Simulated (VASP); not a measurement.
**V3Te8Mo: single point with PBE**

The system is V3Te8Mo, a slab with vacuum.

```
CELL_PARAMETERS angstrom
3.28508 0.00000 0.00000
-1.64254 2.84496 0.00000
0.00000 0.00000 35.96530
ATOMIC_POSITIONS crystal
V 0.33333 0.66667 0.09414
V 0.66667 0.33333 0.90586
V 0.66667 0.33333 0.28234
Te 0.33333 0.66667 0.85992
Te 0.33333 0.66667 0.23637
Te 0.66667 0.33333 0.67178
Te 0.66667 0.33333 0.04818
Te 0.66667 0.33333 0.76363
Te 0.66667 0.33333 0.14008
Te 0.33333 0.66667 0.95182
Te 0.33333 0.66667 0.32822
Mo 0.33333 0.66667 0.71766
```

- Program: VASP 6.6.1
- Task: single point
- Functional: PBE
- Potentials or basis: VASP PAW PBE potentials, release 64 (V_sv, Te, Mo_sv)
- Cutoff: 500 eV
- k mesh: 6 × 6 × 1
- Occupations: gaussian, width 0.1 eV
- Spin: collinear spin, ferromagnetic start
- Starting moments: [2.0, 2.0, 2.0, 0.0, 0.0, 0.0, 0.0, 0.0, 0.0, 0.0, 0.0, 0.0] μB
- Dipole correction: no
- Further INCAR settings: ALGO = Normal; EDIFF = 1e-06; NBANDS = 66

- Largest force: 5.258 eV/Å
- Net moment: 1.62 μB per cell
- Site moments: V +0.41, +0.46 (each value once); Te +0.02, +0.00, +0.01 (each value once); Mo +0.01 μB
- Valence electrons inside the program's atomic spheres: V 11.86; Te 3.55, 3.54, 3.61 (each value once); Mo 12.99

Forces in eV/Å, atoms in the order of the input:
```
V    0.000  0.000 -0.055
V    0.000  0.000  0.070
V    0.000  0.000 -0.466
Te   0.000  0.000 -2.806
Te   0.000  0.000 -2.733
Te   0.000  0.000 -5.258
Te   0.000  0.000 -2.763
Te   0.000  0.000  5.080
Te   0.000  0.000  2.826
Te   0.000  0.000  2.782
Te   0.000  0.000  3.251
Mo   0.000  0.000  0.073
```

Levels at points of the mesh, in eV from the Fermi level:
Spin up:
```
           k point  band 49  band 50  band 51  band 52  band 53  band 54  band 55  band 56
(0.00, 0.00, 0.00)    -0.31    -0.18     0.15     0.32     3.81     3.81     4.11     4.11
(0.50, 0.00, 0.00)    -0.46    -0.19    -0.09    -0.03     1.39     1.40     1.42     1.44
```
Spin down:
| k point | band 46 | band 47 | band 48 | band 49 | band 50 | band 51 | band 52 | band 53 |
| --- | --- | --- | --- | --- | --- | --- | --- | --- |
| (0.00, 0.00, 0.00) | -0.14 | -0.14 | -0.13 | -0.13 | 0.07 | 0.49 | 0.68 | 3.82 |
| (0.50, 0.00, 0.00) | -0.65 | -0.54 | -0.49 | -0.45 | -0.12 | -0.01 | 0.06 | 1.40 |

It took 34 min on 1 thread of Intel Xeon 8259CL, with other jobs on the host, peak memory 0.66 GiB.

Caveat: the k points lie up to 0.37 Å⁻¹ apart; spin-orbit coupling is left out, which moves the levels of the heavy elements.
